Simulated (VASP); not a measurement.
# BaS (rocksalt type) (Fm-3m) in VASP: notebook

The runs below take BaS (rocksalt type) through single point, with LDA.

Program: VASP 6.6.1. These are calculated values, not measurements. Logs are shortened: lines on timing, memory, paths and dates and some standing lists are left out, and cuts for length are marked.

### 1 The cell of the first run

The structure is cubic, space group Fm-3m (No. 225). Conventional cell: a = 4.732 Å, b = 4.732 Å, c = 4.732 Å, α = 90.00°, β = 90.00°, γ = 90.00°. Within 3.1 Å of Ba (site symmetry m-3m) lie 6 S at 2.37 Å. S (site symmetry m-3m) has 6 Ba at 2.37 Å within 3.1 Å.

### 2 Single point, LDA (13.25 Å³/atom)

File INCAR:

```
SYSTEM = BaS
ALGO     = Normal         ! electronic algorithm
EDIFF    = 1E-6           ! SCF threshold, eV
ENCUT    = 500            ! plane-wave cutoff, eV
GGA      = CA             ! functional
GGA_COMPAT= .FALSE.      
ISIF     = 2              ! what is computed and relaxed
ISMEAR   = -1             ! smearing method
LASPH    = .TRUE.         ! aspherical terms in the spheres
LCHARG   = .FALSE.        ! write CHGCAR
LREAL    = .FALSE.        ! projectors in reciprocal space
LWAVE    = .FALSE.        ! write WAVECAR
NBANDS   = 15             ! bands
NELM     = 120            ! most SCF steps
PREC     = Accurate       ! precision mode
SIGMA    = 0.1            ! smearing width, eV
```

File KPOINTS:

```
k-points
0
G
  11 11 11
  0 0 0
```

File POSCAR:

```
BaS
1.0
    0.0000000000      2.3661799004      2.3661799004
    2.3661799004      0.0000000000      2.3661799004
    2.3661799004      2.3661799004      0.0000000000
Ba S
1 1
Direct
    0.0000000000      0.0000000000      0.0000000000
    0.5000000000      0.5000000000      0.5000000000
```

Potentials or basis: VASP PAW LDA potentials, release 64 (Ba_sv, S).

Started as:

```bash
cat potpaw_LDA.64/Ba_sv/POTCAR potpaw_LDA.64/S/POTCAR > POTCAR
mpirun -np 1 vasp_std > vasp.out
```

OUTCAR:

```text
SYSTEM = BaS
   EDIFF = 1E-6
   ENCUT = 500
   GGA = CA
   ISIF = 2
   ISMEAR = -1
   LASPH = .TRUE.
   LREAL = .FALSE.
   NELM = 120
   PREC = Accurate

 ion  position               nearest neighbor table
   1  0.000  0.000  0.000-   2 2.37   2 2.37   2 2.37   2 2.37   2 2.37   2 2.37
   2  0.500  0.500  0.500-   1 2.37   1 2.37   1 2.37   1 2.37   1 2.37   1 2.37

  LATTYP: Found a face centered cubic cell.
 ALAT       =     4.7323598008

  Lattice vectors:

 A1 = (   0.0000000000,   2.3661799004,   2.3661799004)
 A2 = (   2.3661799004,   0.0000000000,   2.3661799004)
 A3 = (   2.3661799004,   2.3661799004,   0.0000000000)

Analysis of symmetry for initial positions (statically):
=====================================================================
 Subroutine PRICEL returns:
 Original cell was already a primitive cell.

 Routine SETGRP: Setting up the symmetry group for a
 face centered cubic supercell.

 Subroutine GETGRP returns: Found 48 space group operations
 (whereof 48 operations were pure point group operations)
 out of a pool of 48 trial point group operations.

The static configuration has the point symmetry O_h .

Analysis of symmetry for dynamics (positions and initial velocities):
=====================================================================
 Subroutine PRICEL returns:
 Original cell was already a primitive cell.

 Routine SETGRP: Setting up the symmetry group for a
 face centered cubic supercell.

 Subroutine GETGRP returns: Found 48 space group operations
 (whereof 48 operations were pure point group operations)
 out of a pool of 48 trial point group operations.

The dynamic configuration has the point symmetry O_h .

 Subroutine INISYM returns: Found 48 space group operations
 (whereof 48 operations are pure point group operations),
 and found     1 'primitive' translations

----------------------------------------------------------------------------------------

                                     Primitive cell

  volume of cell :      26.4956

  direct lattice vectors                    reciprocal lattice vectors
     0.000000000  2.366179900  2.366179900    -0.211311067  0.211311067  0.211311067
     2.366179900  0.000000000  2.366179900     0.211311067 -0.211311067  0.211311067
     2.366179900  2.366179900  0.000000000     0.211311067  0.211311067 -0.211311067

  length of vectors
     3.346283706  3.346283706  3.346283706     0.366001505  0.366001505  0.366001505

  position of ions in fractional coordinates (direct lattice)
     0.000000000  0.000000000  0.000000000
     0.500000000  0.500000000  0.500000000

  ion indices of the primitive-cell ions
   primitive index   ion index
                 1           1
                 2           2

----------------------------------------------------------------------------------------

 KPOINTS: k-points

Automatic generation of k-mesh.
 Grid dimensions read from file:
 generate k-points for:   11   11   11

 Generating k-lattice:

  Cartesian coordinates                     Fractional coordinates (reciprocal lattice)
    -0.019210097  0.019210097  0.019210097     0.090909091  0.000000000  0.000000000
     0.019210097 -0.019210097  0.019210097     0.000000000  0.090909091  0.000000000
     0.019210097  0.019210097 -0.019210097     0.000000000  0.000000000  0.090909091

  Length of vectors
     0.033272864  0.033272864  0.033272864

  Shift w.r.t. Gamma in fractional coordinates (k-lattice)
     0.000000000  0.000000000  0.000000000

 Subroutine IBZKPT returns following result:
 ===========================================

 Found     56 irreducible k-points:

 Following reciprocal coordinates:
            Coordinates               Weight
  0.000000  0.000000  0.000000      1.000000
  0.090909  0.000000  0.000000      8.000000
  0.181818  0.000000  0.000000      8.000000
  0.272727  0.000000  0.000000      8.000000
  0.363636  0.000000  0.000000      8.000000
  0.454545  0.000000  0.000000      8.000000
[... 16 lines left out ...]
 -0.272727  0.181818  0.000000     24.000000
 -0.181818  0.181818  0.000000     12.000000
 [... further k-points ...]
   k-points           NKPTS =     56   k-points in BZ     NKDIM =     56   number of bands    NBANDS=     15
   number of dos      NEDOS =    301   number of ions     NIONS =      2
   total plane-waves  NPLWV =  13824
   dimension x,y,z NGX =    24 NGY =   24 NGZ =   24
   dimension x,y,z NGXF=    48 NGYF=   48 NGZF=   48
   ions per type =               1   1
   NGX,Y,Z   is equivalent  to a cutoff of  11.92, 11.92, 11.92 a.u.
   NGXF,Y,Z  is equivalent  to a cutoff of  23.85, 23.85, 23.85 a.u.
 SYSTEM =  BaS
   PREC   = accura    normal or accurate (medium, high low for compatibility)
   ISTART =      0    job   : 0-new  1-cont  2-samecut
   ICHARG =      2    charge: 1-file 2-atom 10-const
   ISPIN  =      1    spin polarized calculation?
   LNONCOLLINEAR =      F non collinear calculations
   LSORBIT =      F    spin-orbit coupling
   LASPH  =      T    aspherical Exc in radial PAW
   ENCUT  =  500.0 eV  36.75 Ry    6.06 a.u.   6.10  6.10  6.10*2*pi/ulx,y,z
   NELM   =    120;   NELMIN=  2; NELMDL= -5     # of ELM steps
   EDIFF  = 0.1E-05   stopping-criterion for ELM
   LREAL  =      F    real-space projection
   EDIFFG = 0.1E-04   stopping-criterion for IOM
   NSW    =      0    number of steps for IOM
   IBRION =     -1    ionic relax: 0-MD 1-quasi-New 2-CG
   NFREE  =      0    steps in history (QN), initial steepest desc. (CG)
   ISIF   =      2    stress and relaxation
   ISYM   =      2    0-nonsym 1-usesym 2-fastsym
   POTIM  = 0.5000    time-step for ionic-motion
   TEBEG  =    0.0;   TEEND  =   0.0 temperature during run
   PSTRESS=    0.0 pullay stress
   NELECT =      16.0000    total number of electrons
   NUPDOWN=      -1.0000    fix difference up-down
   EMIN   =  10.00;   EMAX   =-10.00  energy-range for DOS
   EFERMI =   0.00;   METHOD = LEGACY
   ISMEAR =    -1;   SIGMA  =   0.10  broadening in eV -4-tet -1-fermi 0-gaus
   EFERMI_NEDOS =   21; number of points for ismear=-14 and -15
   IALGO  =     38    algorithm
   IMIX   =      4    mixing-type and parameters
     AMIX     =   0.40;   BMIX     =  1.00
     AMIX_MAG =   1.60;   BMIX_MAG =  1.00
  volume/ion in A,a.u.               =      13.25        89.40
  Fermi-wavevector in a.u.,A,eV,Ry     =   1.383748  2.614905 26.051878  1.914759
  Thomas-Fermi vector in A             =   2.508317
   LORBIT       =      0    0 simple, 1 ext, 2 COOP (PROOUT), +10 PAW based schemes
   GGA     = CA    functional components
   LHFCALC =     F    Hartree Fock is set to
   AEXX    =    0.0000 exact exchange contribution
   IVDW    =     0    specifies the selected vdW correction
   LEPSILON=     F    determine dielectric tensor
   LRPA    =     F    only Hartree local field effects (RPA)
 non-spin polarized calculation
  energy-cutoff  :      500.00
  volume of cell :       26.50
 maximum number of plane-waves:       684
   NGX = 13   NGY = 13   NGZ = 13

 number of electron      16.0000000 magnetization

 Free energy of the ion-electron system (eV)
  ---------------------------------------------------
  ext. energy  EPLUGINS =         0.00000000
  ---------------------------------------------------
  free energy    TOTEN  =         1.51370739 eV

  energy without entropy =        1.54966710  energy(sigma->0) =        1.53168725

 E-fermi :  11.1600     XC(G=0): -13.2189

 val. band max:       11.1016630729   @ k =  -0.3636   0.3636   0.1818
 cond. band min:      11.1749152910   @ k =   0.0909   0.0000   0.0000
 fundamental gap:      0.0732522181
 Fermi energy:        11.1600456275

 k-point     1 :       0.0000    0.0000    0.0000
  band No.  band energies     occupation
      1     -18.3004      2.00000
      2      -1.0183      2.00000
      3      -0.9216      2.00000
      4      -0.9216      2.00000
      5      -0.9216      2.00000
      6       9.5915      2.00000
      7       9.5915      2.00000
      8       9.5915      2.00000
      9      10.9392      1.80194
     10      10.9392      1.80194
     11      10.9392      1.80194
     12      13.2693      0.00000
     13      13.2693      0.00000
     14      17.9180      0.00000
     15      19.4336      0.00000

 k-point     2 :       0.0909    0.0000    0.0000
  band No.  band energies     occupation
      1     -18.1908      2.00000
      2      -2.8765      2.00000
      3      -0.9430      2.00000
      4      -0.9430      2.00000
      5       0.7355      2.00000
      6       8.6863      2.00000
      7       8.6863      2.00000
      8       9.0799      2.00000
      9      11.1749      0.92579
     10      11.2686      0.50480
     11      11.2686      0.50480
     12      14.4727      0.00000
     13      14.4727      0.00000
     14      18.7235      0.00000
     15      19.9634      0.00000

 k-point     3 :       0.1818    0.0000    0.0000
  band No.  band energies     occupation
      1     -17.8762      2.00000
      2      -4.8049      2.00000
      3      -0.9923      2.00000
      4      -0.9923      2.00000
      5       2.0822      2.00000
      6       7.2451      2.00000
      7       7.2451      2.00000
      8       8.0662      2.00000
      9      11.7778      0.00414
     10      12.1830      0.00007
     11      12.1830      0.00007
     12      16.8611      0.00000
     13      16.8611      0.00000
     14      20.8998      0.00000
     15      21.2389      0.00000
[... 343 lines left out ...]
 k-point    23 :      -0.2727    0.1818    0.0000
  band No.  band energies     occupation
      1     -16.7861      2.00000
      2      -7.4544      2.00000
      3      -3.3530      2.00000
      4      -0.9727      2.00000
      5       2.8238      2.00000
      6       5.0569      2.00000
      7       5.9144      2.00000
      8       9.9260      1.99999
      9      13.1393      0.00000
     10      13.8689      0.00000
     11      17.7331      0.00000
     12      19.2918      0.00000
     13      19.6604      0.00000
     14      25.3336      0.00000
     15      26.3243      0.00000

 k-point    24 :      -0.1818    0.1818    0.0000
  band No.  band energies     occupation
      1     -17.2544      2.00000
      2      -6.4539      2.00000
      3      -2.8185      2.00000
      4      -0.6790      2.00000
      5       3.3305      2.00000
      6       5.2189      2.00000
      7       5.6615      2.00000
      8       9.7986      2.00000
      9      12.2885      0.00003
     10      12.6899      0.00000
     11      16.3788      0.00000
     12      16.7934      0.00000
     13      21.7838      0.00000
     14      22.2349      0.00000
     15      24.7059      0.00000

 [... further k-points ...]

------------------------ aborting loop because EDIFF is reached ----------------------------------------

  FORCE on cell =-STRESS in cart. coord.  units (eV):
  Direction    XX          YY          ZZ          XY          YZ          ZX
  --------------------------------------------------------------------------------------
  -------------------------------------------------------------------------------------
  Total       34.3884953     34.3884953     34.3884953     -0.0000000     -0.0000000     -0.0000000
  in kB     2079.4595539   2079.4595539   2079.4595539     -0.0000000     -0.0000000     -0.0000000
  external PRESSURE =    2079.4595539 kB  Pullay stress =       0.0000000 kB

 VOLUME and BASIS-vectors are now :
 -----------------------------------------------------------------------------
  energy-cutoff  :      500.00
  volume of cell :       26.50
      direct lattice vectors                 reciprocal lattice vectors
     0.000000000  2.366179900  2.366179900    -0.211311067  0.211311067  0.211311067
     2.366179900  0.000000000  2.366179900     0.211311067 -0.211311067  0.211311067
     2.366179900  2.366179900  0.000000000     0.211311067  0.211311067 -0.211311067

 POSITION                                       TOTAL-FORCE (eV/Angst)
 -----------------------------------------------------------------------------------
      0.00000      0.00000      0.00000         0.000000      0.000000     -0.000000
      2.36618      2.36618      2.36618        -0.000000     -0.000000      0.000000
 -----------------------------------------------------------------------------------
    total drift:                                0.000000     -0.000000     -0.000000

  FREE ENERGIE OF THE ION-ELECTRON SYSTEM (eV)
  ---------------------------------------------------
  free  energy   TOTEN  =         1.5137073940 eV

  energy  without entropy=        1.5496670982  energy(sigma->0) =        1.53168725
```

It took 13 s on 1 thread of Intel Xeon Platinum 8375C at 2.90GHz (Ice Lake), shared host; peak memory 0.14 GiB.

Results:

```
Free energy            : 1.5137 eV
Pressure               : 207.9 GPa
Band gap on the k mesh : zero (bands 8 and 9 overlap by 2.64 eV)
```

Caveat: the cell stands under pressure; spin-orbit coupling is left out, which moves the levels of the heavy elements.

### 3 Single point, LDA (13.25 Å³/atom)

File INCAR:

```
PREC     = Accurate       # precision mode
ENCUT    = 500            # plane-wave cutoff, eV
EDIFF    = 1E-6           # SCF threshold, eV
ISMEAR   = -1             # smearing method
SIGMA    = 0.1            # smearing width, eV
LREAL    = F              # projectors in reciprocal space
LASPH    = T              # aspherical terms in the spheres
NELM     = 120            # most SCF steps
ALGO     = Normal         # electronic algorithm
ISIF     = 2              # what is computed and relaxed
LWAVE    = F              # write WAVECAR
LCHARG   = T              # write CHGCAR
LELF     = T              # ELF
LVHAR    = T            
NBANDS   = 15             # bands
GGA_COMPAT= F
```

File KPOINTS:

```
Automatic mesh
0
Gamma
  11 11 11
```

POSCAR is that of step 2.

Potentials or basis: VASP PAW LDA potentials, release 64 (Ba_sv, S).

Started as:

```bash
cat potpaw_LDA.64/Ba_sv/POTCAR potpaw_LDA.64/S/POTCAR > POTCAR
mpirun -np 1 vasp_std > vasp.out
```

Run time: 13 s. Hardware: 1 thread of Intel Xeon Platinum 8375C at 2.90GHz (Ice Lake), shared host; peak memory 0.14 GiB.

Results (log left out):

```
Free energy            : 1.5137 eV
Pressure               : 207.9 GPa
Band gap on the k mesh : zero (bands 8 and 9 overlap by 2.64 eV)
```

Levels at points of the mesh, in eV from the Fermi level:
```csv
k point,band 5,band 6,band 7,band 8,band 9,band 10,band 11,band 12
"(0.00, 0.00, 0.00)",-12.08,-1.57,-1.57,-1.57,-0.22,-0.22,-0.22,2.11
```

Caveat: the cell stands under pressure; spin-orbit coupling is left out, which moves the levels of the heavy elements.

### 4 Single point, LDA (15.40 Å³/atom)

This run uses another cell than the first one, of 15.40 Å³/atom.

File INCAR:

```
ALGO = Normal
EDIFF = 1E-6
ENCUT = 500
GGA_COMPAT = False
ISIF = 2
ISMEAR = -1
LASPH = True
LCHARG = False
LREAL = False
LWAVE = False
NBANDS = 15
NELM = 120
PREC = Accurate
SIGMA = 0.1
```

File KPOINTS:

```
k-points
0
Gamma
  11 11 11
```

File POSCAR:

```
BaS
1.0
    0.0000000000      2.4881789435      2.4881789435
    2.4881789435      0.0000000000      2.4881789435
    2.4881789435      2.4881789435      0.0000000000
Ba S
1 1
Direct
    0.0000000000      0.0000000000      0.0000000000
    0.5000000000      0.5000000000      0.5000000000
```

Started as:

```bash
cat potpaw_LDA.64/Ba_sv/POTCAR potpaw_LDA.64/S/POTCAR > POTCAR
mpirun -np 1 vasp_std > vasp.out
```

Wall time 28 s (1 thread of Intel Xeon Platinum 8375C at 2.90GHz (Ice Lake), shared host); peak memory 0.16 GiB.

The run converged. Its results:

| Item | Value |
| --- | --- |
| Free energy | -3.0508 eV |
| Pressure | 136.8 GPa |
| Band gap on the k mesh | zero (bands 8 and 9 overlap by 1.52 eV) |

Levels at points of the mesh, in eV from the Fermi level:
| k point | band 4 | band 5 | band 6 | band 7 | band 8 | band 9 | band 10 | band 11 | band 12 | band 13 |
| --- | --- | --- | --- | --- | --- | --- | --- | --- | --- | --- |
| (0.00, 0.00, 0.00) | -11.53 | -11.53 | -1.44 | -1.44 | -1.44 | 0.77 | 0.77 | 0.77 | 2.81 | 2.81 |

Caveat: the cell stands under pressure; spin-orbit coupling is left out, which moves the levels of the heavy elements.

(Continued in part 2 of 2.)

The gap in the log of VASP goes by the Fermi energy; the results here count the filled bands.